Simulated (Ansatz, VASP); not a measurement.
# As in VASP and in Ansatz

```xyz
2
Lattice="4.1310 0.0000 0.0000 2.4184 3.3491 0.0000 2.4184 1.2367 3.1124" Properties=species:S:1:pos:R:3 pbc="T T T"
As    2.0267    1.0364    0.7034
As    6.9411    3.5494    2.4090
```

Alike in both runs: task single point; functional PBEsol; k mesh 9 × 9 × 9; occupations gaussian, width 0.02 eV; no spin polarisation.

|  | VASP | Ansatz |
| --- | --- | --- |
| version | VASP 6.6.1 | Ansatz 0.2.0 |
| potentials or method | VASP PAW PBE potentials, release 64 (As), cutoff 520 eV | all-electron LAPW, scalar-relativistic |

VASP gave:

* gap on the k mesh at the Fermi level (eV): none
* pressure (GPa): 0.7
* traceless stress, the component that is largest in VASP (GPa): -0.28
* rms of the force components (eV/Å): 0.256

Question: What did Ansatz give for the same quantities?

Answer: gap on the k mesh at the Fermi level (eV): none; pressure (GPa): 0.3; traceless stress, the component that is largest in VASP (GPa): -0.20; rms of the force components (eV/Å): 0.214.

VASP's potentials were made for PBE, not for PBEsol. Atom by atom the forces differ by 0.042 eV/Å (rms over components). A gap of «none» marks a metal or a gap that the smearing closes. Ansatz ran all-electron here, and VASP with PAW potentials.
